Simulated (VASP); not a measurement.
A run of VASP 6.6.1:

Contents of INCAR:

```
ALGO     = Normal         # electronic algorithm
EDIFF    = 1E-7           # SCF threshold, eV
ENCUT    = 520            # plane-wave cutoff, eV
GGA      = PS             # functional
ISIF     = 2              # what is computed and relaxed
ISMEAR   = -1             # smearing method
LASPH    = True           # aspherical terms in the spheres
LCHARG   = False          # write CHGCAR
LREAL    = False          # projectors in reciprocal space
LWAVE    = False          # write WAVECAR
NBANDS   = 12             # bands
NELM     = 60             # most SCF steps
PREC     = Accurate       # precision mode
SIGMA    = 0.08           # smearing width, eV
```

KPOINTS

```
k-points
0
Gamma
  22 22 22
```

POSCAR

```
Zn
1.0
    0.0000000000      1.5221358592      1.5221358592
    1.5221358592      0.0000000000      1.5221358592
    1.5221358592      1.5221358592      0.0000000000
Zn
1
Direct
    0.0000000000      0.0000000000      0.0000000000
```

Potentials or basis: VASP PAW PBE potentials, release 64 (Zn).

The run is started by

```bash
$ cat potpaw_PBE.64/Zn/POTCAR > POTCAR
$ mpirun -np 1 vasp_std > vasp.out
```

Hardware: 1 thread of Intel(R) Xeon(R) Platinum 8259CL CPU @ 2.50GHz (Skylake/Cascade Lake), with other jobs on the host.

How long does it take, and how much memory?

Wall time 16 s on 1 thread of Intel(R) Xeon(R) Platinum 8259CL CPU @ 2.50GHz (Skylake/Cascade Lake), on a shared host, peak memory 0.13 GiB. Counts: scf iterations 11, k points 328.
